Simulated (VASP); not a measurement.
# SiO2 (P4_12_12) in VASP: notebook

Runs on SiO2. Level: PBE. Tasks: single point.

All numbers are computed with VASP 6.6.1; they aren't measurements. Logs are shortened: lines on timing, memory, paths and dates and some standing lists are left out, and cuts for length are marked.

### 1 The cell of the first run

It takes space group P4_12_12 (No. 92, tetragonal). The conventional cell has a = 4.964 Å, b = 4.964 Å, c = 6.920 Å, α = 90.00°, β = 90.00°, γ = 90.00°. Si (site symmetry 2) has 4 O at 1.63 Å within 2.2 Å. Within 2.2 Å of O (site symmetry 1) lie 2 Si at 1.63 Å.

### 2 Single point, PBE

Contents of INCAR:

```
SYSTEM = SiO2
ALGO = Normal
EDIFF = 1E-6
ENCUT = 520
GGA = PE
ISIF = 2
ISMEAR = -1
LASPH = .TRUE.
LCHARG = .FALSE.
LREAL = .FALSE.
LWAVE = .FALSE.
NBANDS = 44
NELM = 80
PREC = Accurate
SIGMA = 0.02
```

Contents of KPOINTS:

```
k-points
0
G
  5 5 4
  0 0 0
```

Contents of POSCAR:

```
SiO2
1.0
    4.9640000000      0.0000000000      0.0000000000
    0.0000000000      4.9640000000      0.0000000000
    0.0000000000      0.0000000000      6.9200000000
Si O
4 8
Direct
    0.3059460568      0.3059460568      0.0000000000
    0.1940539432      0.8059460568      0.2500000000
    0.6940539432      0.6940539432      0.5000000000
    0.8059460568      0.1940539432      0.7500000000
    0.2365625172      0.1180083032      0.1858074220
    0.3819916968      0.7365625172      0.4358074220
    0.7634374828      0.8819916968      0.6858074220
    0.6180083032      0.2634374828      0.9358074220
    0.7365625172      0.3819916968      0.5641925780
    0.8819916968      0.7634374828      0.3141925780
    0.2634374828      0.6180083032      0.0641925780
    0.1180083032      0.2365625172      0.8141925780
```

Potentials or basis: VASP PAW PBE potentials, release 64 (Si, O).

The run is started by

```bash
$ cat potpaw_PBE.64/Si/POTCAR potpaw_PBE.64/O/POTCAR > POTCAR
$ mpirun -np 1 vasp_std > vasp.out
```

OUTCAR:

```text
SYSTEM = SiO2
   EDIFF = 1E-6
   ENCUT = 520
   GGA = PE
   ISIF = 2
   ISMEAR = -1
   LASPH = .TRUE.
   LREAL = .FALSE.
   NELM = 80
   PREC = Accurate

 ion  position               nearest neighbor table
   1  0.306  0.306  0.000-   8 1.63  11 1.63   5 1.63  12 1.63   2 3.08   4 3.08   2 3.08   4 3.08

   2  0.194  0.806  0.250-   5 1.63  10 1.63   6 1.63  11 1.63   1 3.08   3 3.08   1 3.08   3 3.08

   3  0.694  0.694  0.500-   6 1.63   9 1.63   7 1.63  10 1.63   2 3.08   4 3.08   4 3.08   2 3.08

   4  0.806  0.194  0.750-   7 1.63  12 1.63   9 1.63   8 1.63   1 3.08   3 3.08   3 3.08   1 3.08

   5  0.237  0.118  0.186-   2 1.63   1 1.63
   6  0.382  0.737  0.436-   3 1.63   2 1.63
   7  0.763  0.882  0.686-   4 1.63   3 1.63
   8  0.618  0.263  0.936-   1 1.63   4 1.63
   9  0.737  0.382  0.564-   3 1.63   4 1.63
  10  0.882  0.763  0.314-   2 1.63   3 1.63
  11  0.263  0.618  0.064-   1 1.63   2 1.63
  12  0.118  0.237  0.814-   4 1.63   1 1.63

  LATTYP: Found a simple tetragonal cell.
 ALAT       =     4.9640000000
 C/A-ratio  =     1.3940370669

  Lattice vectors:

 A1 = (   4.9640000000,   0.0000000000,   0.0000000000)
 A2 = (   0.0000000000,   4.9640000000,   0.0000000000)
 A3 = (   0.0000000000,   0.0000000000,   6.9200000000)

Analysis of symmetry for initial positions (statically):
=====================================================================
 Subroutine PRICEL returns:
 Original cell was already a primitive cell.

 Routine SETGRP: Setting up the symmetry group for a
 simple tetragonal supercell.

 Subroutine GETGRP returns: Found  8 space group operations
 (whereof  2 operations were pure point group operations)
 out of a pool of 16 trial point group operations.

The static configuration has the point symmetry C_2 .
 The point group associated with its full space group is D_4 .

Analysis of symmetry for dynamics (positions and initial velocities):
=====================================================================
 Subroutine PRICEL returns:
 Original cell was already a primitive cell.

 Routine SETGRP: Setting up the symmetry group for a
 simple tetragonal supercell.

 Subroutine GETGRP returns: Found  8 space group operations
 (whereof  2 operations were pure point group operations)
 out of a pool of 16 trial point group operations.

The dynamic configuration has the point symmetry C_2 .
 The point group associated with its full space group is D_4 .

 Subroutine INISYM returns: Found  8 space group operations
 (whereof  2 operations are pure point group operations),
 and found     1 'primitive' translations

----------------------------------------------------------------------------------------

                                     Primitive cell

  volume of cell :     170.5178

  direct lattice vectors                    reciprocal lattice vectors
     4.964000000  0.000000000  0.000000000     0.201450443  0.000000000  0.000000000
     0.000000000  4.964000000  0.000000000     0.000000000  0.201450443  0.000000000
     0.000000000  0.000000000  6.920000000     0.000000000  0.000000000  0.144508671

  length of vectors
     4.964000000  4.964000000  6.920000000     0.201450443  0.201450443  0.144508671

  position of ions in fractional coordinates (direct lattice)
     0.305946057  0.305946057  0.000000000
     0.194053943  0.805946057  0.250000000
     0.694053943  0.694053943  0.500000000
     0.805946057  0.194053943  0.750000000
     0.236562517  0.118008303  0.185807422
     0.381991697  0.736562517  0.435807422
     0.763437483  0.881991697  0.685807422
     0.618008303  0.263437483  0.935807422
     0.736562517  0.381991697  0.564192578
     0.881991697  0.763437483  0.314192578
     0.263437483  0.618008303  0.064192578
     0.118008303  0.236562517  0.814192578

  ion indices of the primitive-cell ions
   primitive index   ion index
                 1           1
                 2           2
                 3           3
                 4           4
                 5           5
                 6           6
                 7           7
                 8           8
                 9           9
                10          10
                11          11
                12          12

----------------------------------------------------------------------------------------

 KPOINTS: k-points

Automatic generation of k-mesh.
 Grid dimensions read from file:
 generate k-points for:    5    5    4

 Generating k-lattice:

  Cartesian coordinates                     Fractional coordinates (reciprocal lattice)
     0.040290089  0.000000000  0.000000000     0.200000000  0.000000000  0.000000000
     0.000000000  0.040290089  0.000000000     0.000000000  0.200000000  0.000000000
     0.000000000  0.000000000  0.036127168     0.000000000  0.000000000  0.250000000

  Length of vectors
     0.040290089  0.040290089  0.036127168

  Shift w.r.t. Gamma in fractional coordinates (k-lattice)
     0.000000000  0.000000000  0.000000000

 Subroutine IBZKPT returns following result:
 ===========================================

 Found     18 irreducible k-points:

 Following reciprocal coordinates:
            Coordinates               Weight
  0.000000  0.000000  0.000000      1.000000
  0.200000  0.000000  0.000000      4.000000
  0.400000  0.000000  0.000000      4.000000
  0.200000  0.200000  0.000000      4.000000
  0.400000  0.200000  0.000000      8.000000
  0.400000  0.400000  0.000000      4.000000
[... 10 lines left out ...]
  0.400000  0.200000  0.500000      8.000000
  0.400000  0.400000  0.500000      4.000000
   k-points           NKPTS =     18   k-points in BZ     NKDIM =     18   number of bands    NBANDS=     44
   number of dos      NEDOS =    301   number of ions     NIONS =     12
   total plane-waves  NPLWV =  86400
   dimension x,y,z NGX =    40 NGY =   40 NGZ =   54
   dimension x,y,z NGXF=    80 NGYF=   80 NGZF=  108
   ions per type =               4   8
   NGX,Y,Z   is equivalent  to a cutoff of  13.40, 13.40, 12.97 a.u.
   NGXF,Y,Z  is equivalent  to a cutoff of  26.79, 26.79, 25.95 a.u.
 SYSTEM =  SiO2
   PREC   = accura    normal or accurate (medium, high low for compatibility)
   ISTART =      0    job   : 0-new  1-cont  2-samecut
   ICHARG =      2    charge: 1-file 2-atom 10-const
   ISPIN  =      1    spin polarized calculation?
   LNONCOLLINEAR =      F non collinear calculations
   LSORBIT =      F    spin-orbit coupling
   LASPH  =      T    aspherical Exc in radial PAW
   ENCUT  =  520.0 eV  38.22 Ry    6.18 a.u.   9.23  9.23 12.87*2*pi/ulx,y,z
   NELM   =     80;   NELMIN=  2; NELMDL= -5     # of ELM steps
   EDIFF  = 0.1E-05   stopping-criterion for ELM
   LREAL  =      F    real-space projection
[... 7 lines left out ...]
   TEBEG  =    0.0;   TEEND  =   0.0 temperature during run
   PSTRESS=    0.0 pullay stress
   NELECT =      64.0000    total number of electrons
   NUPDOWN=      -1.0000    fix difference up-down
   EMIN   =  10.00;   EMAX   =-10.00  energy-range for DOS
   EFERMI =   0.00;   METHOD = LEGACY
   ISMEAR =    -1;   SIGMA  =   0.02  broadening in eV -4-tet -1-fermi 0-gaus
   EFERMI_NEDOS =   21; number of points for ismear=-14 and -15
   IALGO  =     38    algorithm
   IMIX   =      4    mixing-type and parameters
     AMIX     =   0.40;   BMIX     =  1.00
     AMIX_MAG =   1.60;   BMIX_MAG =  1.00
  volume/ion in A,a.u.               =      14.21        95.89
  Fermi-wavevector in a.u.,A,eV,Ry     =   1.180896  2.231570 18.973530  1.394515
  Thomas-Fermi vector in A             =   2.317180
   LORBIT       =      0    0 simple, 1 ext, 2 COOP (PROOUT), +10 PAW based schemes
   GGA     = PE    functional components
   LHFCALC =     F    Hartree Fock is set to
   AEXX    =    0.0000 exact exchange contribution
   IVDW    =     0    specifies the selected vdW correction
   LEPSILON=     F    determine dielectric tensor
   LRPA    =     F    only Hartree local field effects (RPA)
 non-spin polarized calculation
  energy-cutoff  :      520.00
  volume of cell :      170.52
 maximum number of plane-waves:      4614
 NGX is ok and might be reduce to    40
   NGX = 19   NGY = 19   NGZ = 25

 number of electron      64.0000020 magnetization

 Free energy of the ion-electron system (eV)
  ---------------------------------------------------
  ext. energy  EPLUGINS =         0.00000000
  ---------------------------------------------------
  free energy    TOTEN  =       -94.88114812 eV

  energy without entropy =      -94.88114812  energy(sigma->0) =      -94.88114812

 E-fermi :   0.5670     XC(G=0):  -8.5139

 val. band max:        0.1809749027   @ k =   0.0000   0.0000   0.0000
 cond. band min:       5.8111180670   @ k =   0.0000   0.0000   0.0000
 fundamental gap:      5.6301431642
 Fermi energy:         0.5669685980

 k-point     1 :       0.0000    0.0000    0.0000
  band No.  band energies     occupation
      1     -19.1786      2.00000
      2     -18.2893      2.00000
      3     -18.2893      2.00000
      4     -17.1649      2.00000
      5     -17.0926      2.00000
      6     -17.0907      2.00000
[... 36 lines left out ...]
     43      11.5206      0.00000
     44      11.8786      0.00000

 k-point     2 :       0.2000    0.0000    0.0000
  band No.  band energies     occupation
      1     -19.0955      2.00000
      2     -18.3693      2.00000
      3     -18.1919      2.00000
      4     -17.2249      2.00000
      5     -17.1698      2.00000
      6     -17.1192      2.00000
[... 36 lines left out ...]
     43      11.5191      0.00000
     44      11.5966      0.00000

 k-point     3 :       0.4000    0.0000    0.0000
  band No.  band energies     occupation
      1     -18.8727      2.00000
      2     -18.5915      2.00000
      3     -17.9229      2.00000
      4     -17.5565      2.00000
      5     -17.1764      2.00000
      6     -17.1632      2.00000
[... 36 lines left out ...]
     43      10.9918      0.00000
     44      11.5784      0.00000

 k-point     4 :       0.2000    0.2000    0.0000
  band No.  band energies     occupation
      1     -19.0113      2.00000
      2     -18.2765      2.00000
      3     -18.2694      2.00000
      4     -17.3346      2.00000
      5     -17.1739      2.00000
      6     -17.1202      2.00000
[... 600 lines left out ...]
     43      11.2541      0.00000
     44      11.2542      0.00000

 k-point    17 :       0.4000    0.2000    0.5000
  band No.  band energies     occupation
      1     -18.6659      2.00000
      2     -18.6659      2.00000
      3     -17.8150      2.00000
      4     -17.8150      2.00000
      5     -17.1584      2.00000
      6     -17.1584      2.00000
[... 36 lines left out ...]
     43      11.3948      0.00000
     44      11.3956      0.00000

 k-point    18 :       0.4000    0.4000    0.5000
  band No.  band energies     occupation
      1     -18.4590      2.00000
      2     -18.4590      2.00000
      3     -18.0221      2.00000
      4     -18.0221      2.00000
      5     -17.1699      2.00000
      6     -17.1699      2.00000
[... 36 lines left out ...]
     43      10.7630      0.00000
     44      10.7630      0.00000

------------------------ aborting loop because EDIFF is reached ----------------------------------------

  FORCE on cell =-STRESS in cart. coord.  units (eV):
  Direction    XX          YY          ZZ          XY          YZ          ZX
  --------------------------------------------------------------------------------------
  -------------------------------------------------------------------------------------
  Total        1.6953071      1.6953071      1.2501572      0.0000000      0.0000000      0.0000000
  in kB       15.9290296     15.9290296     11.7464210      0.0000000      0.0000000      0.0000000
  external PRESSURE =      14.5348267 kB  Pullay stress =       0.0000000 kB

 VOLUME and BASIS-vectors are now :
 -----------------------------------------------------------------------------
  energy-cutoff  :      520.00
  volume of cell :      170.52
      direct lattice vectors                 reciprocal lattice vectors
     4.964000000  0.000000000  0.000000000     0.201450443  0.000000000  0.000000000
     0.000000000  4.964000000  0.000000000     0.000000000  0.201450443  0.000000000
     0.000000000  0.000000000  6.920000000     0.000000000  0.000000000  0.144508671

 POSITION                                       TOTAL-FORCE (eV/Angst)
 -----------------------------------------------------------------------------------
      1.51872      1.51872      0.00000         0.027015      0.027015     -0.000000
      0.96328      4.00072      1.73000        -0.027015      0.027015     -0.000000
      3.44528      3.44528      3.46000        -0.027015     -0.027015     -0.000000
      4.00072      0.96328      5.19000         0.027015     -0.027015     -0.000000
      1.17430      0.58579      1.28579        -0.005163     -0.008381      0.001964
      1.89621      3.65630      3.01579         0.008381     -0.005163      0.001964
      3.78970      4.37821      4.74579         0.005163      0.008381      0.001964
      3.06779      1.30770      6.47579        -0.008381      0.005163      0.001964
      3.65630      1.89621      3.90421        -0.005163      0.008381     -0.001964
      4.37821      3.78970      2.17421         0.008381      0.005163     -0.001964
      1.30770      3.06779      0.44421         0.005163     -0.008381     -0.001964
      0.58579      1.17430      5.63421        -0.008381     -0.005163     -0.001964
 -----------------------------------------------------------------------------------
    total drift:                                0.000000     -0.000000      0.000000

  FREE ENERGIE OF THE ION-ELECTRON SYSTEM (eV)
  ---------------------------------------------------
  free  energy   TOTEN  =       -94.8811481189 eV

  energy  without entropy=      -94.8811481189  energy(sigma->0) =      -94.88114812
```

Wall time 4 min (1 thread of Intel Xeon 8259CL, shared host); peak memory 0.31 GiB.

What came out:

```yaml
Free_energy: -94.8811 eV
Pressure: 1.5 GPa
Largest_force: 0.038 eV/Å
Band_gap_on_the_k_mesh: 5.63 eV
```

Forces in eV/Å, atoms in the order of the input:
```
Si   0.027  0.027  0.000
Si  -0.027  0.027  0.000
Si  -0.027 -0.027  0.000
Si   0.027 -0.027  0.000
O   -0.005 -0.008  0.002
O    0.008 -0.005  0.002
O    0.005  0.008  0.002
O   -0.008  0.005  0.002
O   -0.005  0.008 -0.002
O    0.008  0.005 -0.002
O    0.005 -0.008 -0.002
O   -0.008 -0.005 -0.002
```

### 3 Single point, PBE

INCAR, as its differences from that of step 2:

```diff
@@ -2,3 +2,3 @@
 ALGO = Normal
-EDIFF = 1E-6
+EDIFF = 1E-7
 ENCUT = 520
@@ -12,3 +12,3 @@
 NBANDS = 44
-NELM = 80
+NELM = 60
 PREC = Accurate
```

KPOINTS is that of step 2.

Contents of POSCAR:

```
SiO2
1.0
    4.9640000000      0.0000000000      0.0000000000
    0.0000000000      4.9640000000      0.0000000000
    0.0000000000      0.0000000000      6.9200000000
Si O
4 8
Direct
    0.3059460563      0.3059460563      0.0000000000
    0.1940539437      0.8059460563      0.2500000000
    0.6940539437      0.6940539437      0.5000000000
    0.8059460563      0.1940539437      0.7500000000
    0.2365625215      0.1180083043      0.1858074241
    0.3819916957      0.7365625215      0.4358074241
    0.7634374785      0.8819916957      0.6858074241
    0.6180083043      0.2634374785      0.9358074241
    0.7365625215      0.3819916957      0.5641925759
    0.8819916957      0.7634374785      0.3141925759
    0.2634374785      0.6180083043      0.0641925759
    0.1180083043      0.2365625215      0.8141925759
```

Potentials or basis: VASP PAW PBE potentials, release 64 (Si, O).

The run is started by

```bash
$ cat potpaw_PBE.64/Si/POTCAR potpaw_PBE.64/O/POTCAR > POTCAR
$ mpirun -np 1 vasp_std > vasp.out
```

Run time: 2.6 min. Hardware: 1 thread of AMD EPYC 7R43 (Zen 3), shared host; peak memory 0.27 GiB.

The run converged. Its results:

| Item | Value |
| --- | --- |
| Free energy | -94.8811 eV |
| Pressure | 1.5 GPa |
| Largest force | 0.038 eV/Å |
| Band gap on the k mesh | 5.63 eV |

Forces in eV/Å, atoms in the order of the input:
```
Si   0.027  0.027  0.000
Si  -0.027  0.027  0.000
Si  -0.027 -0.027  0.000
Si   0.027 -0.027  0.000
O   -0.005 -0.008  0.002
O    0.008 -0.005  0.002
O    0.005  0.008  0.002
O   -0.008  0.005  0.002
O   -0.005  0.008 -0.002
O    0.008  0.005 -0.002
O    0.005 -0.008 -0.002
O   -0.008 -0.005 -0.002
```

Stress tensor (GPa, compression positive):
```
1.59 0.00 0.00
0.00 1.59 0.00
0.00 0.00 1.17
```

Levels at points of the mesh, in eV from the valence-band top:
```csv
k point,band 29,band 30,band 31,band 32,band 33,band 34,band 35,band 36
"(0.00, 0.00, 0.00)",-0.67,-0.35,-0.35,0.00,5.63,8.77,8.77,9.20
"(0.00, 0.00, 0.50)",-0.56,-0.56,-0.37,-0.37,6.91,6.91,9.28,9.28
```
